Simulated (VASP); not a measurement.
# Re (Pm-3m) in VASP: a series of runs

The runs below take Re through single point, relaxation of cell and atoms, with PBE.

All numbers are computed with VASP 6.6.1; they aren't measurements. Logs are shortened: lines on timing, memory, paths and dates and some standing lists are left out, and cuts for length are marked.

## 1. The cell of the first run

Symmetry: Pm-3m, No. 221, cubic system. Conventional cell: a = 2.580 Å, b = 2.580 Å, c = 2.580 Å, α = 90.00°, β = 90.00°, γ = 90.00°. Re (site symmetry m-3m) has 6 Re at 2.58 Å within 3.4 Å.

## 2. Single point, PBE

INCAR reads:

```
ALGO = Normal
EDIFF = 1E-6
ENCUT = 500
GGA = PE
GGA_COMPAT = F
ISIF = 2
ISMEAR = -1
LASPH = T
LCHARG = F
LREAL = F
LWAVE = F
NBANDS = 14
NELM = 120
PREC = Accurate
SIGMA = 0.1
```

KPOINTS reads:

```
k-points
0
Gamma
  14 14 14
```

POSCAR reads:

```
Re
1.0
    2.5804935598      0.0000000000      0.0000000000
    0.0000000000      2.5804935598      0.0000000000
    0.0000000000      0.0000000000      2.5804935598
Re
1
Direct
    0.0000000000      0.0000000000      0.0000000000
```

Potentials or basis: VASP PAW PBE potentials, release 64 (Re_sv_GW).

Command:

```bash
> cat potpaw_PBE.64/Re_sv_GW/POTCAR > POTCAR
> mpirun -np 1 vasp_std > vasp.out
```

OUTCAR:

```text
EDIFF = 1E-6
   ENCUT = 500
   GGA = PE
   ISIF = 2
   ISMEAR = -1
   LASPH = T
   LREAL = F
   NELM = 120
   PREC = Accurate

 ion  position               nearest neighbor table
   1  0.000  0.000  0.000-

  LATTYP: Found a simple cubic cell.
 ALAT       =     2.5804935598

  Lattice vectors:

 A1 = (   2.5804935598,   0.0000000000,   0.0000000000)
 A2 = (   0.0000000000,   2.5804935598,   0.0000000000)
 A3 = (   0.0000000000,   0.0000000000,   2.5804935598)

Analysis of symmetry for initial positions (statically):
=====================================================================
 Subroutine PRICEL returns:
 Original cell was already a primitive cell.

 Routine SETGRP: Setting up the symmetry group for a
 simple cubic supercell.

 Subroutine GETGRP returns: Found 48 space group operations
 (whereof 48 operations were pure point group operations)
 out of a pool of 48 trial point group operations.

The static configuration has the point symmetry O_h .

Analysis of symmetry for dynamics (positions and initial velocities):
=====================================================================
 Subroutine PRICEL returns:
 Original cell was already a primitive cell.

 Routine SETGRP: Setting up the symmetry group for a
 simple cubic supercell.

 Subroutine GETGRP returns: Found 48 space group operations
 (whereof 48 operations were pure point group operations)
 out of a pool of 48 trial point group operations.

The dynamic configuration has the point symmetry O_h .

 Subroutine INISYM returns: Found 48 space group operations
 (whereof 48 operations are pure point group operations),
 and found     1 'primitive' translations

----------------------------------------------------------------------------------------

                                     Primitive cell

  volume of cell :      17.1834

  direct lattice vectors                    reciprocal lattice vectors
     2.580493560  0.000000000  0.000000000     0.387522765  0.000000000  0.000000000
     0.000000000  2.580493560  0.000000000     0.000000000  0.387522765  0.000000000
     0.000000000  0.000000000  2.580493560     0.000000000  0.000000000  0.387522765

  length of vectors
     2.580493560  2.580493560  2.580493560     0.387522765  0.387522765  0.387522765

  position of ions in fractional coordinates (direct lattice)
     0.000000000  0.000000000  0.000000000

  ion indices of the primitive-cell ions
   primitive index   ion index
                 1           1

----------------------------------------------------------------------------------------

 KPOINTS: k-points

Automatic generation of k-mesh.
 Grid dimensions read from file:
 generate k-points for:   14   14   14

 Generating k-lattice:

  Cartesian coordinates                     Fractional coordinates (reciprocal lattice)
     0.027680198  0.000000000  0.000000000     0.071428571  0.000000000  0.000000000
     0.000000000  0.027680198  0.000000000     0.000000000  0.071428571  0.000000000
     0.000000000  0.000000000  0.027680198     0.000000000  0.000000000  0.071428571

  Length of vectors
     0.027680198  0.027680198  0.027680198

  Shift w.r.t. Gamma in fractional coordinates (k-lattice)
     0.000000000  0.000000000  0.000000000

 Subroutine IBZKPT returns following result:
 ===========================================

 Found    120 irreducible k-points:

 Following reciprocal coordinates:
            Coordinates               Weight
  0.000000  0.000000  0.000000      1.000000
  0.071429  0.000000  0.000000      6.000000
  0.142857  0.000000  0.000000      6.000000
  0.214286  0.000000  0.000000      6.000000
  0.285714  0.000000  0.000000      6.000000
  0.357143  0.000000  0.000000      6.000000
[... 16 lines left out ...]
  0.285714  0.214286  0.000000     24.000000
  0.357143  0.214286  0.000000     24.000000
 [... further k-points ...]
   k-points           NKPTS =    120   k-points in BZ     NKDIM =    120   number of bands    NBANDS=     14
   number of dos      NEDOS =    301   number of ions     NIONS =      1
   total plane-waves  NPLWV =   8000
   dimension x,y,z NGX =    20 NGY =   20 NGZ =   20
   dimension x,y,z NGXF=    40 NGYF=   40 NGZF=   40
   ions per type =               1
   NGX,Y,Z   is equivalent  to a cutoff of  12.88, 12.88, 12.88 a.u.
   NGXF,Y,Z  is equivalent  to a cutoff of  25.77, 25.77, 25.77 a.u.
 SYSTEM =  unknown system
   PREC   = accura    normal or accurate (medium, high low for compatibility)
   ISTART =      0    job   : 0-new  1-cont  2-samecut
   ICHARG =      2    charge: 1-file 2-atom 10-const
   ISPIN  =      1    spin polarized calculation?
   LNONCOLLINEAR =      F non collinear calculations
   LSORBIT =      F    spin-orbit coupling
   LASPH  =      T    aspherical Exc in radial PAW
   ENCUT  =  500.0 eV  36.75 Ry    6.06 a.u.   4.70  4.70  4.70*2*pi/ulx,y,z
   NELM   =    120;   NELMIN=  2; NELMDL= -5     # of ELM steps
   EDIFF  = 0.1E-05   stopping-criterion for ELM
   LREAL  =      F    real-space projection
   EDIFFG = 0.1E-04   stopping-criterion for IOM
   NSW    =      0    number of steps for IOM
   IBRION =     -1    ionic relax: 0-MD 1-quasi-New 2-CG
   NFREE  =      0    steps in history (QN), initial steepest desc. (CG)
   ISIF   =      2    stress and relaxation
   ISYM   =      2    0-nonsym 1-usesym 2-fastsym
   POTIM  = 0.5000    time-step for ionic-motion
   TEBEG  =    0.0;   TEEND  =   0.0 temperature during run
   PSTRESS=    0.0 pullay stress
   NELECT =      15.0000    total number of electrons
   NUPDOWN=      -1.0000    fix difference up-down
   EMIN   =  10.00;   EMAX   =-10.00  energy-range for DOS
   EFERMI =   0.00;   METHOD = LEGACY
   ISMEAR =    -1;   SIGMA  =   0.10  broadening in eV -4-tet -1-fermi 0-gaus
   EFERMI_NEDOS =   21; number of points for ismear=-14 and -15
   IALGO  =     38    algorithm
   IMIX   =      4    mixing-type and parameters
     AMIX     =   0.40;   BMIX     =  1.00
     AMIX_MAG =   1.60;   BMIX_MAG =  1.00
  volume/ion in A,a.u.               =      17.18       115.96
  Fermi-wavevector in a.u.,A,eV,Ry     =   1.564597  2.956659 33.306566  2.447964
  Thomas-Fermi vector in A             =   2.667197
   LORBIT       =      0    0 simple, 1 ext, 2 COOP (PROOUT), +10 PAW based schemes
   GGA     = PE    functional components
   LHFCALC =     F    Hartree Fock is set to
   AEXX    =    0.0000 exact exchange contribution
   IVDW    =     0    specifies the selected vdW correction
   LEPSILON=     F    determine dielectric tensor
   LRPA    =     F    only Hartree local field effects (RPA)
 non-spin polarized calculation
  energy-cutoff  :      500.00
  volume of cell :       17.18
 maximum number of plane-waves:       461
 NGX is ok and might be reduce to    20
   NGX =  9   NGY =  9   NGZ =  9

 number of electron      14.9999996 magnetization

 Free energy of the ion-electron system (eV)
  ---------------------------------------------------
  ext. energy  EPLUGINS =         0.00000000
  ---------------------------------------------------
  free energy    TOTEN  =       -12.68802262 eV

  energy without entropy =      -12.64804432  energy(sigma->0) =      -12.66803347

 E-fermi :  11.0929     XC(G=0): -13.1584

 val. band max:       11.0766752422   @ k =   0.4286   0.0000   0.0000
 cond. band min:      11.1006628919   @ k =   0.4286   0.4286   0.0714
 fundamental gap:      0.0239876497
 Fermi energy:        11.0929483703

 k-point     1 :       0.0000    0.0000    0.0000
  band No.  band energies     occupation
      1     -69.2728      2.00000
      2     -30.5559      2.00000
      3     -30.5559      2.00000
      4     -30.5559      2.00000
      5       1.8908      2.00000
      6       5.7389      2.00000
      7       5.7389      2.00000
      8      14.5175      0.00000
      9      14.5175      0.00000
     10      14.5175      0.00000
     11      25.9979      0.00000
     12      25.9979      0.00000
     13      25.9979      0.00000
     14      32.2297      0.00000

 k-point     2 :       0.0714    0.0000    0.0000
  band No.  band energies     occupation
      1     -69.2682      2.00000
      2     -30.6172      2.00000
      3     -30.5501      2.00000
      4     -30.5501      2.00000
      5       2.0595      2.00000
      6       5.7797      2.00000
      7       5.9156      2.00000
      8      14.2683      0.00000
      9      14.2683      0.00000
     10      14.5358      0.00000
     11      25.0806      0.00000
     12      26.3485      0.00000
     13      26.3485      0.00000
     14      32.9022      0.00000

 k-point     3 :       0.1429    0.0000    0.0000
  band No.  band energies     occupation
      1     -69.2560      2.00000
      2     -30.7876      2.00000
      3     -30.5355      2.00000
      4     -30.5355      2.00000
      5       2.5226      2.00000
      6       5.8962      2.00000
      7       6.4457      2.00000
      8      13.6342      0.00000
      9      13.6342      0.00000
     10      14.5862      0.00000
     11      23.2835      0.00000
     12      27.2678      0.00000
     13      27.2678      0.00000
     14      31.1179      0.00000
[... 324 lines left out ...]
 k-point    23 :       0.2857    0.2143    0.0000
  band No.  band energies     occupation
      1     -69.1853      2.00000
      2     -31.2385      2.00000
      3     -30.9530      2.00000
      4     -30.4513      2.00000
      5       5.0178      2.00000
      6       7.2039      2.00000
      7       8.8658      2.00000
      8      10.9157      1.70960
      9      12.2856      0.00001
     10      13.2287      0.00000
     11      21.7523      0.00000
     12      24.5992      0.00000
     13      29.0958      0.00000
     14      32.5651      0.00000

 k-point    24 :       0.3571    0.2143    0.0000
  band No.  band energies     occupation
      1     -69.1678      2.00000
      2     -31.4633      2.00000
      3     -30.9282      2.00000
      4     -30.4303      2.00000
      5       5.5892      2.00000
      6       7.2385      2.00000
      7       8.8764      2.00000
      8      11.7102      0.00416
      9      11.8606      0.00093
     10      13.3213      0.00000
     11      20.4117      0.00000
     12      25.6019      0.00000
     13      28.2920      0.00000
     14      33.1939      0.00000

 [... further k-points ...]
[... 5 lines left out ...]
  --------------------------------------------------------------------------------------
  -------------------------------------------------------------------------------------
  Total       -0.2827742     -0.2827742     -0.2827742      0.0000000      0.0000000     -0.0000000
  in kB      -26.3658619    -26.3658619    -26.3658619      0.0000000      0.0000000     -0.0000000
  external PRESSURE =     -26.3658619 kB  Pullay stress =       0.0000000 kB

 VOLUME and BASIS-vectors are now :
 -----------------------------------------------------------------------------
  energy-cutoff  :      500.00
  volume of cell :       17.18
      direct lattice vectors                 reciprocal lattice vectors
     2.580493560  0.000000000  0.000000000     0.387522765  0.000000000  0.000000000
     0.000000000  2.580493560  0.000000000     0.000000000  0.387522765  0.000000000
     0.000000000  0.000000000  2.580493560     0.000000000  0.000000000  0.387522765

 POSITION                                       TOTAL-FORCE (eV/Angst)
 -----------------------------------------------------------------------------------
      0.00000      0.00000      0.00000         0.000000      0.000000      0.000000
 -----------------------------------------------------------------------------------
    total drift:                                0.000000      0.000000      0.000000

  FREE ENERGIE OF THE ION-ELECTRON SYSTEM (eV)
  ---------------------------------------------------
  free  energy   TOTEN  =       -12.6880226225 eV

  energy  without entropy=      -12.6480443153  energy(sigma->0) =      -12.66803347
```

Run time: 12 s. Hardware: 1 thread of Intel Xeon 6975P-C (Granite Rapids), shared host; peak memory 0.14 GiB.

Results:

| Item | Value |
| --- | --- |
| Free energy | -12.6880 eV |
| Pressure | -2.6 GPa |

Caveat: spin-orbit coupling is left out, which moves the levels of the heavy elements.

## 3. Single point, PBE (volume scaled by 0.96)

INCAR reads:

```
ALGO     = Normal         # electronic algorithm
EDIFF    = 1E-6           # SCF threshold, eV
ENCUT    = 500            # plane-wave cutoff, eV
GGA      = PE             # functional
GGA_COMPAT= F            
ISIF     = 2              # what is computed and relaxed
ISMEAR   = -1             # smearing method
LASPH    = T              # aspherical terms in the spheres
LCHARG   = F              # write CHGCAR
LREAL    = F              # projectors in reciprocal space
LWAVE    = F              # write WAVECAR
NBANDS   = 14             # bands
NELM     = 120            # most SCF steps
PREC     = Accurate       # precision mode
SIGMA    = 0.1            # smearing width, eV
```

KPOINTS is that of step 2.

POSCAR reads:

```
Re
1.0
    2.5456177499      0.0000000000      0.0000000000
    0.0000000000      2.5456177499      0.0000000000
    0.0000000000      0.0000000000      2.5456177499
Re
1
Direct
    0.0000000000      0.0000000000      0.0000000000
```

Potentials or basis: VASP PAW PBE potentials, release 64 (Re_sv_GW).

Command:

```bash
> cat potpaw_PBE.64/Re_sv_GW/POTCAR > POTCAR
> mpirun -np 1 vasp_std > vasp.out
```

Wall time 30 s (1 thread of AMD EPYC 7R43 (Zen 3), shared host); peak memory 0.11 GiB.

The run converged. Its results:

```yaml
Free_energy: -12.6664 eV
Pressure: 8.8 GPa
```

Levels at points of the mesh, in eV from the Fermi level:
```csv
k point,band 4,band 5,band 6,band 7,band 8,band 9,band 10,band 11
"(0.00, 0.00, 0.00)",-41.60,-9.47,-5.63,-5.63,3.65,3.65,3.65,15.23
"(0.50, 0.00, 0.00)",-41.48,-6.00,-4.66,-1.10,-0.17,-0.17,4.05,8.68
"(0.50, 0.50, 0.00)",-41.36,-6.69,-4.03,0.59,0.59,4.74,4.74,6.40
"(0.50, 0.50, 0.50)",-42.59,-5.04,-5.04,-5.04,6.68,6.68,7.53,11.90
```

Caveat: the cell differs from its parent crystal (volume scaled by 0.96); spin-orbit coupling is left out, which moves the levels of the heavy elements.

## 4. Single point, PBE (volume scaled by 1.04)

INCAR reads:

```
SYSTEM = Re
  ALGO = Normal
  EDIFF = 1E-6
  ENCUT = 500
  GGA = PE
  GGA_COMPAT = .False.
  ISIF = 2
  ISMEAR = -1
  LASPH = .True.
  LCHARG = .True.
  LELF = .True.
  LREAL = .False.
  LVHAR = .True.
  LWAVE = .False.
  NBANDS = 14
  NELM = 120
  PREC = Accurate
  SIGMA = 0.1
```

KPOINTS reads:

```
k-points
0
Gamma
  14 14 14
  0 0 0
```

POSCAR reads:

```
Re
1.0
    2.6144513166      0.0000000000      0.0000000000
    0.0000000000      2.6144513166      0.0000000000
    0.0000000000      0.0000000000      2.6144513166
Re
1
Direct
    0.0000000000      0.0000000000      0.0000000000
```

Command:

```bash
> cat potpaw_PBE.64/Re_sv_GW/POTCAR > POTCAR
> mpirun -np 1 vasp_std > vasp.out
```

Wall time 9.8 s (1 thread of Intel Xeon 6975P-C (Granite Rapids), shared host); peak memory 0.15 GiB.

The run converged. Its results:

```yaml
Free_energy: -12.6650 eV
Pressure: -11.8 GPa
```

Levels at points of the mesh, in eV from the Fermi level:
| k point | band 3 | band 4 | band 5 | band 6 | band 7 | band 8 | band 9 | band 10 | band 11 | band 12 |
| --- | --- | --- | --- | --- | --- | --- | --- | --- | --- | --- |
| (0.00, 0.00, 0.00) | -41.69 | -41.69 | -8.95 | -5.10 | -5.10 | 3.22 | 3.22 | 3.22 | 14.60 | 14.60 |
| (0.50, 0.00, 0.00) | -41.60 | -41.60 | -5.65 | -4.23 | -1.02 | -0.13 | -0.13 | 3.57 | 7.73 | 14.24 |
| (0.50, 0.50, 0.00) | -42.60 | -41.51 | -5.98 | -3.75 | 0.53 | 0.53 | 4.40 | 4.40 | 5.65 | 12.81 |
| (0.50, 0.50, 0.50) | -42.47 | -42.47 | -4.50 | -4.50 | -4.50 | 5.90 | 5.90 | 7.77 | 10.88 | 10.88 |

Caveat: the cell differs from its parent crystal (volume scaled by 1.04); spin-orbit coupling is left out, which moves the levels of the heavy elements.

## 5. Relaxation of cell and atoms, PBE

This run uses another cell than the first one, of 15.89 Å³/atom, 0.925 times its volume.

INCAR reads:

```
  ALGO = Normal
  EDIFF = 1E-7
  EDIFFG = -0.01
  ENCUT = 500
  GGA = PE
  GGA_COMPAT = F
  IBRION = 2
  ISIF = 3
  ISMEAR = -1
  LASPH = T
  LCHARG = F
  LREAL = F
  LWAVE = F
  NELM = 120
  NELMIN = 4
  NSW = 80
  PREC = Accurate
  SIGMA = 0.1
```

KPOINTS reads:

```
k-points
0
Gamma
  12 12 12
```

POSCAR reads:

```
Re
1.0
    2.5141111682      0.0000000000      0.0000000000
    0.0000000000      2.5141111682      0.0000000000
    0.0000000000      0.0000000000      2.5141111682
Re
1
Direct
    0.0000000000      0.0000000000      0.0000000000
```

Command:

```bash
> cat potpaw_PBE.64/Re_sv_GW/POTCAR > POTCAR
> mpirun -np 1 vasp_std > vasp.out
```

Wall time 2 min (1 thread of Intel Xeon Platinum 8259CL at 2.50GHz (Skylake/Cascade Lake), shared host); peak memory 0.14 GiB.

It converged, with:

```yaml
Free_energy: -12.6565 eV
Relaxed_volume: 17.04 Å³/atom
Relaxed_cell: a = 2.573 Å, b = 2.573 Å, c = 2.573 Å, α = 90.00°, β = 90.00°, γ = 90.00°
Space_group_after_relaxing_to_0.05_Å: Pm-3m (No. 221)
Energy_gained_by_relaxing: 73.4 meV/atom
Ionic_steps: 16
Pressure_after_relaxing: 0.1 GPa
```

Step by step:
| step | energy change (eV) | largest force (eV/Å) | pressure (GPa) | volume (Å³) |
| --- | --- | --- | --- | --- |
| 1 | 0.0000 | 0.0000 | 21.77 | 15.89 |
| 2 | 0.5254 | 0.0000 | -35.48 | 21.39 |
| 3 | -0.0727 | 0.0000 | -1.81 | 17.16 |
| 4 | -0.0734 | 0.0000 | -0.17 | 17.05 |
| 5 | -0.0734 | 0.0000 | 0.20 | 17.03 |
| 6 | -0.0734 | 0.0000 | 0.19 | 17.03 |
| 7 | -0.0734 | 0.0000 | 0.17 | 17.03 |
| 8 | -0.0734 | 0.0000 | 0.17 | 17.03 |
| 9 | -0.0734 | 0.0000 | 0.17 | 17.03 |
| 10 | -0.0734 | 0.0000 | 0.17 | 17.03 |
| 11 | -0.0734 | 0.0000 | 0.17 | 17.03 |
| 12 | -0.0734 | 0.0000 | 0.17 | 17.03 |
| 13 | -0.0734 | 0.0000 | 0.17 | 17.03 |
| 14 | -0.0734 | 0.0000 | 0.15 | 17.03 |
| 15 | -0.0734 | 0.0000 | 0.13 | 17.03 |
| 16 | -0.0734 | 0.0000 | 0.08 | 17.04 |

Final structure:
```xyz
1
Lattice="2.5731 0.0000 0.0000 0.0000 2.5731 0.0000 0.0000 0.0000 2.5731" Properties=species:S:1:pos:R:3 pbc="T T T"
Re    0.0000    0.0000    0.0000
```

Levels at points of the mesh, in eV from the Fermi level:
```csv
k point,band 4,band 5,band 6,band 7,band 8,band 9,band 10,band 11
"(0.00, 0.00, 0.00)",-41.56,-9.20,-5.34,-5.34,3.54,3.54,3.54,15.03
"(0.50, 0.00, 0.00)",-41.45,-5.79,-4.41,-1.02,-0.09,-0.09,3.92,8.36
"(0.50, 0.50, 0.00)",-41.35,-6.34,-3.84,0.63,0.63,4.65,4.65,6.16
"(0.50, 0.50, 0.50)",-42.47,-4.76,-4.76,-4.76,6.43,6.43,7.67,11.54
```

Caveat: spin-orbit coupling is left out, which moves the levels of the heavy elements.

## 6. Overview

| task | cell | k mesh | gap on the mesh (eV) | pressure (GPa) |
| --- | --- | --- | --- | --- |
| single point | a = 2.580 Å, 1 atom | 14 × 14 × 14 | none | -2.6 |
| single point | a = 2.546 Å, 1 atom | 14 × 14 × 14 | none | 8.8 |
| single point | a = 2.614 Å, 1 atom | 14 × 14 × 14 | none | -11.8 |
| relaxation of cell and atoms | relaxed from a = 2.514 Å, 1 atom | 12 × 12 × 12 | none | 0.1 |

Alike in all rows: level PBE; potentials or basis VASP PAW PBE potentials, release 64 (Re_sv_GW); no spin polarisation; cutoff (eV) 500; smearing fermi-dirac 0.1 eV.

Caveats: spin-orbit coupling is left out, which moves the levels of the heavy elements.

Absolute energies hang on the potentials; compare differences alone.
